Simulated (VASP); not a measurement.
# H3CCl in VASP: notebook, part 3 of 3

VASP 6.6.1. The steps go on from the part before.

### Step 5. Single point, PBE+D3(BJ)

File INCAR:

```
PREC = Accurate
ENCUT = 520
EDIFF = 1E-6
ISMEAR = -1
SIGMA = 0.05
LREAL = Auto
LASPH = T
NELM = 60
ALGO = Normal
ISIF = 2
LWAVE = F
LCHARG = T
GGA = PE
IVDW = 12
LELF = T
LVHAR = T
NBANDS = 82
```

File KPOINTS:

```
Automatic mesh
0
Gamma
  1 1 1
```

File POSCAR:

```
H3CCl
1.0
    9.8538750000      0.0000000000      0.0000000000
    0.0000000000      9.8538750000      0.0000000000
    0.0000000000      0.0000000000      9.8538750000
C Cl H
8 8 24
Direct
    0.0042216894      0.2381296698      0.1917519757
    0.1359363702      0.6461924877      0.2063858127
    0.4489198412      0.1592267002      0.1763265720
    0.9838464563      0.5336682270      0.8285167003
    0.3729192830      0.4973373419      0.6227905266
    0.8908272126      0.9325163958      0.3279522015
    0.7929672337      1.0210906877      0.7926120435
    0.8121880986      0.5634940569      0.3439357613
    0.0184090015      0.2223693725      0.3762174779
    0.1838769012      0.7134756631      0.3744313785
    0.4372594538      0.3203815758      0.2765916962
    0.8567796933      0.5541271835      0.9578769773
    0.4800040593      0.6002714668      0.4957237635
    0.8575103703      0.9639659525      0.4959977674
    0.8776851746      0.8679529627      0.7648970583
    0.8756453679      0.5765346120      0.5164161307
    0.0354682802      0.3493042077      0.1614999175
    0.0718499068      0.1698722584      0.1295226497
   -0.1029848664      0.2226636729      0.1801930713
    0.0381981708      0.6974312136      0.1945934975
    0.2082429501      0.6962032703      0.1474546815
    0.1145031777      0.5269906509      0.2042343748
    0.4783397394      0.1756263399      0.0755540333
    0.5067854017      0.0936179929      0.2300719260
    0.3392878436      0.1313696388      0.1510573252
    0.9575116388      0.4536083520      0.7496340272
    0.9937410410      0.6264033185      0.7719196763
    1.0710608771      0.4739049359      0.8707538912
    0.4191751976      0.4840633761      0.7224974946
    0.2772005937      0.5376362091      0.6199084117
    0.3769887481      0.3923634103      0.5787266431
    0.8570638454      1.0275348530      0.2656518375
    1.0007027692      0.9263157895      0.3060217427
    0.8446727810      0.8456673136      0.2857556038
    0.6868972866      1.0004287653      0.7968438812
    0.8313176289      1.0514848220      0.8953837957
    0.8152224379      1.1133285129      0.7267293324
    0.7196255280      0.6362065685      0.3300833428
    0.8995547437      0.5972980173      0.2727556418
    0.7921350738      0.4585708668      0.3232230975
```

Potentials or basis: VASP PAW PBE potentials, release 64 (C, Cl, H).

Run with:

```sh
> cat potpaw_PBE.64/C/POTCAR potpaw_PBE.64/Cl/POTCAR potpaw_PBE.64/H/POTCAR > POTCAR
> mpirun -np 1 vasp_gam > vasp.out
```

OUTCAR:

```text
PREC = Accurate
   ENCUT = 520
   EDIFF = 1E-6
   ISMEAR = -1
   LREAL = Auto
   LASPH = T
   NELM = 60
   ISIF = 2
   GGA = PE
   IVDW = 12
 IVDW          = 12

 ion  position               nearest neighbor table
   1  0.004  0.238  0.192-  19 1.07  18 1.13  17 1.18   9 1.83
   2  0.136  0.646  0.206-  21 1.04  20 1.09  22 1.19  10 1.85
   3  0.449  0.159  0.176-  24 1.01  23 1.05  25 1.14  11 1.87
   4  0.984  0.534  0.829-  27 1.07  28 1.12  26 1.14  12 1.80
   5  0.373  0.497  0.623-  30 1.02  29 1.09  31 1.12  13 1.93
   6  0.891  0.933  0.328-  34 1.05  33 1.11  32 1.17  14 1.72
   7  0.793  0.021  0.793-  35 1.07  36 1.12  37 1.14  15 1.75
   8  0.812  0.563  0.344-  40 1.07  39 1.16  38 1.17  16 1.82
   9  0.018  0.222  0.376-   1 1.83
  10  0.184  0.713  0.374-   2 1.85
  11  0.437  0.320  0.277-   3 1.87
  12  0.857  0.554  0.958-   4 1.80
  13  0.480  0.600  0.496-   5 1.93
  14  0.858  0.964  0.496-   6 1.72
[... 24 lines left out ...]
  39  0.900  0.597  0.273-   8 1.16
  40  0.792  0.459  0.323-   8 1.07

  LATTYP: Found a simple cubic cell.
 ALAT       =     9.8538750000

  Lattice vectors:

 A1 = (   9.8538750000,   0.0000000000,   0.0000000000)
 A2 = (   0.0000000000,   9.8538750000,   0.0000000000)
 A3 = (   0.0000000000,   0.0000000000,   9.8538750000)

Analysis of symmetry for initial positions (statically):
=====================================================================
 Subroutine PRICEL returns:
 Original cell was already a primitive cell.

 Routine SETGRP: Setting up the symmetry group for a
 simple cubic supercell.

 Subroutine GETGRP returns: Found  1 space group operations
 (whereof  1 operations were pure point group operations)
 out of a pool of 48 trial point group operations.

The static configuration has the point symmetry C_1 .

Analysis of symmetry for dynamics (positions and initial velocities):
=====================================================================
 Subroutine PRICEL returns:
 Original cell was already a primitive cell.

 Routine SETGRP: Setting up the symmetry group for a
 simple cubic supercell.

 Subroutine GETGRP returns: Found  1 space group operations
 (whereof  1 operations were pure point group operations)
 out of a pool of 48 trial point group operations.

The dynamic configuration has the point symmetry C_1 .

 Subroutine INISYM returns: Found  1 space group operations
 (whereof  1 operations are pure point group operations),
 and found     1 'primitive' translations

----------------------------------------------------------------------------------------

                                     Primitive cell

  volume of cell :     956.8000

  direct lattice vectors                    reciprocal lattice vectors
     9.853875000  0.000000000  0.000000000     0.101482919  0.000000000  0.000000000
     0.000000000  9.853875000  0.000000000     0.000000000  0.101482919  0.000000000
     0.000000000  0.000000000  9.853875000     0.000000000  0.000000000  0.101482919

  length of vectors
     9.853875000  9.853875000  9.853875000     0.101482919  0.101482919  0.101482919

  position of ions in fractional coordinates (direct lattice)
     0.004221689  0.238129670  0.191751976
     0.135936370  0.646192488  0.206385813
     0.448919841  0.159226700  0.176326572
     0.983846456  0.533668227  0.828516700
     0.372919283  0.497337342  0.622790527
     0.890827213  0.932516396  0.327952201
[... 32 lines left out ...]
     0.899554744  0.597298017  0.272755642
     0.792135074  0.458570867  0.323223097

  ion indices of the primitive-cell ions
   primitive index   ion index
                 1           1
                 2           2
                 3           3
                 4           4
                 5           5
                 6           6
[... 32 lines left out ...]
                39          39
                40          40

----------------------------------------------------------------------------------------

 KPOINTS: Automatic mesh

Automatic generation of k-mesh.
 Grid dimensions read from file:
 generate k-points for:    1    1    1

 Generating k-lattice:

  Cartesian coordinates                     Fractional coordinates (reciprocal lattice)
     0.101482919  0.000000000  0.000000000     1.000000000  0.000000000  0.000000000
     0.000000000  0.101482919  0.000000000     0.000000000  1.000000000  0.000000000
     0.000000000  0.000000000  0.101482919     0.000000000  0.000000000  1.000000000

  Length of vectors
     0.101482919  0.101482919  0.101482919

  Shift w.r.t. Gamma in fractional coordinates (k-lattice)
     0.000000000  0.000000000  0.000000000

 Subroutine IBZKPT returns following result:
 ===========================================

 Found      1 irreducible k-points:

 Following reciprocal coordinates:
            Coordinates               Weight
  0.000000  0.000000  0.000000      1.000000
   k-points           NKPTS =      1   k-points in BZ     NKDIM =      1   number of bands    NBANDS=     82
   number of dos      NEDOS =    301   number of ions     NIONS =     40
   total plane-waves  NPLWV = 512000
   dimension x,y,z NGX =    80 NGY =   80 NGZ =   80
   dimension x,y,z NGXF=   160 NGYF=  160 NGZF=  160
   ions per type =               8   8  24
   NGX,Y,Z   is equivalent  to a cutoff of  13.50, 13.50, 13.50 a.u.
   NGXF,Y,Z  is equivalent  to a cutoff of  26.99, 26.99, 26.99 a.u.
 SYSTEM =  unknown system
   PREC   = accura    normal or accurate (medium, high low for compatibility)
   ISTART =      0    job   : 0-new  1-cont  2-samecut
   ICHARG =      2    charge: 1-file 2-atom 10-const
   ISPIN  =      1    spin polarized calculation?
   LNONCOLLINEAR =      F non collinear calculations
   LSORBIT =      F    spin-orbit coupling
   LASPH  =      T    aspherical Exc in radial PAW
   ENCUT  =  520.0 eV  38.22 Ry    6.18 a.u.  18.32 18.32 18.32*2*pi/ulx,y,z
   NELM   =     60;   NELMIN=  2; NELMDL= -5     # of ELM steps
   EDIFF  = 0.1E-05   stopping-criterion for ELM
   LREAL  =      T    real-space projection
   EDIFFG = 0.1E-04   stopping-criterion for IOM
   NSW    =      0    number of steps for IOM
   IBRION =     -1    ionic relax: 0-MD 1-quasi-New 2-CG
   NFREE  =      0    steps in history (QN), initial steepest desc. (CG)
   ISIF   =      2    stress and relaxation
   ISYM   =      2    0-nonsym 1-usesym 2-fastsym
   POTIM  = 0.5000    time-step for ionic-motion
   TEBEG  =    0.0;   TEEND  =   0.0 temperature during run
   PSTRESS=    0.0 pullay stress
   NELECT =     112.0000    total number of electrons
   NUPDOWN=      -1.0000    fix difference up-down
   EMIN   =  10.00;   EMAX   =-10.00  energy-range for DOS
   EFERMI =   0.00;   METHOD = LEGACY
   ISMEAR =    -1;   SIGMA  =   0.05  broadening in eV -4-tet -1-fermi 0-gaus
   EFERMI_NEDOS =   21; number of points for ismear=-14 and -15
   IALGO  =     38    algorithm
   IMIX   =      4    mixing-type and parameters
     AMIX     =   0.40;   BMIX     =  1.00
     AMIX_MAG =   1.60;   BMIX_MAG =  1.00
  volume/ion in A,a.u.               =      23.92       161.42
  Fermi-wavevector in a.u.,A,eV,Ry     =   0.800830  1.513350  8.725811  0.641329
  Thomas-Fermi vector in A             =   1.908201
   LORBIT       =      0    0 simple, 1 ext, 2 COOP (PROOUT), +10 PAW based schemes
   GGA     = PE    functional components
   LHFCALC =     F    Hartree Fock is set to
   AEXX    =    0.0000 exact exchange contribution
   IVDW    =    12    specifies the selected vdW correction
   LEPSILON=     F    determine dielectric tensor
   LRPA    =     F    only Hartree local field effects (RPA)
 non-spin polarized calculation
  energy-cutoff  :      520.00
  volume of cell :      956.80
 maximum number of plane-waves:     12839
 NGX is ok and might be reduce to    80
   NGX = 37   NGY = 37   NGZ = 37

 number of electron     111.9999997 magnetization

 Free energy of the ion-electron system (eV)
  ---------------------------------------------------
  ext. energy  EPLUGINS =         0.00000000
  ---------------------------------------------------
  free energy    TOTEN  =      -176.29899305 eV

  energy without entropy =     -176.29899305  energy(sigma->0) =     -176.29899305

 E-fermi :  -2.2675     XC(G=0):  -4.8692

 val. band max:       -3.4566013095   @ k =   0.0000   0.0000   0.0000
 cond. band min:       0.7503306473   @ k =   0.0000   0.0000   0.0000
 fundamental gap:      4.2069319568
 Fermi energy:        -2.2674819700

 k-point     1 :       0.0000    0.0000    0.0000
  band No.  band energies     occupation
      1     -19.1080      2.00000
      2     -18.8482      2.00000
      3     -18.7766      2.00000
      4     -18.5648      2.00000
      5     -18.4388      2.00000
      6     -18.4236      2.00000
[... 60 lines left out ...]
     67       2.5186      0.00000
     68       2.6059      0.00000
 [bands above 68 left out]

------------------------ aborting loop because EDIFF is reached ----------------------------------------

 Edisp (eV)   -1.49777

 E8    (eV) :    -0.4109

  FORCE on cell =-STRESS in cart. coord.  units (eV):
  Direction    XX          YY          ZZ          XY          YZ          ZX
  --------------------------------------------------------------------------------------
  -------------------------------------------------------------------------------------
  Total       1.99362    -8.02343    -1.85440     0.16070    -1.69823     1.40025
  in kB       3.33835   -13.43537    -3.10523     0.26909    -2.84372     2.34475
  external pressure =       -4.40 kB  Pullay stress =        0.00 kB

 VOLUME and BASIS-vectors are now :
 -----------------------------------------------------------------------------
  energy-cutoff  :      520.00
  volume of cell :      956.80
      direct lattice vectors                 reciprocal lattice vectors
     9.853875000  0.000000000  0.000000000     0.101482919  0.000000000  0.000000000
     0.000000000  9.853875000  0.000000000     0.000000000  0.101482919  0.000000000
     0.000000000  0.000000000  9.853875000     0.000000000  0.000000000  0.101482919

 POSITION                                       TOTAL-FORCE (eV/Angst)
 -----------------------------------------------------------------------------------
      0.04160      2.34650      1.88950         1.492236      1.931982      0.008959
      1.33950      6.36750      2.03370        -2.037776     -1.362638      2.268011
      4.42360      1.56900      1.73750        -4.345538      2.747214     -0.551877
      9.69470      5.25870      8.16410        -0.115923     -2.860072     -0.481149
      3.67470      4.90070      6.13690         3.377743     -1.907265     -1.743601
      8.77810      9.18890      3.23160         0.779661      2.982382     -2.230912
[... 32 lines left out ...]
      8.86410      5.88570      2.68770        -1.472377     -0.435547      1.110963
      7.80560      4.51870      3.18500        -0.505948     -0.603897     -0.029774
 -----------------------------------------------------------------------------------
    total drift:                                0.000917      0.003662     -0.007935

  FREE ENERGIE OF THE ION-ELECTRON SYSTEM (eV)
  ---------------------------------------------------
  free  energy   TOTEN  =      -177.7967637872 eV

  energy  without entropy=     -177.7967637871  energy(sigma->0) =     -177.79676379
```

Run time: 3.6 min. Hardware: 1 thread of Intel Xeon Platinum 8375C at 2.90GHz (Ice Lake), shared host; peak memory 0.91 GiB.

Results:

| Item | Value |
| --- | --- |
| Free energy | -177.7968 eV |
| Pressure | -0.4 GPa |
| Largest force | 5.171 eV/Å |
| Band gap on the k mesh | 4.21 eV |
| Dispersion energy per atom | -0.037 eV |

Forces on the atoms (eV/Å):
```
C    1.492  1.932  0.009
C   -2.038 -1.363  2.268
C   -4.346  2.747 -0.552
C   -0.116 -2.860 -0.481
C    3.378 -1.907 -1.744
C    0.780  2.982 -2.231
C    1.174  1.908  1.367
C    0.627  2.324 -0.633
Cl   0.661  0.269 -0.930
Cl  -0.126 -0.617 -0.382
Cl   0.275 -1.080 -0.931
Cl   0.276 -0.245 -0.414
Cl  -0.784 -0.950  1.701
Cl  -0.282 -0.267  0.059
Cl   0.444 -0.540  0.228
Cl  -0.470 -0.104 -0.706
H   -0.736 -1.837  0.564
H   -0.674  0.172  0.947
H   -0.505 -0.081 -0.783
H   -0.045 -0.155 -0.517
H    1.305 -0.089 -1.636
H    1.112  2.456  0.057
H    1.510  0.825 -1.406
H    1.546 -2.247  1.660
H    1.031 -0.253  1.231
H   -0.773  0.855  0.695
H    0.724  0.590  0.181
H   -0.006  1.508  0.179
H    0.274  0.842  0.086
H   -2.401  1.155  0.007
H   -0.326  0.805  0.027
H    0.237 -1.588  0.819
H   -0.158 -0.090  0.469
H   -0.915 -1.215 -0.137
H   -0.982 -0.037 -0.039
H   -0.631  0.025 -0.490
H   -0.006 -1.418  0.070
H    1.451 -1.413  0.308
H   -1.472 -0.436  1.111
H   -0.506 -0.604 -0.030
```

Caveat: the k points lie up to 0.64 Å⁻¹ apart.
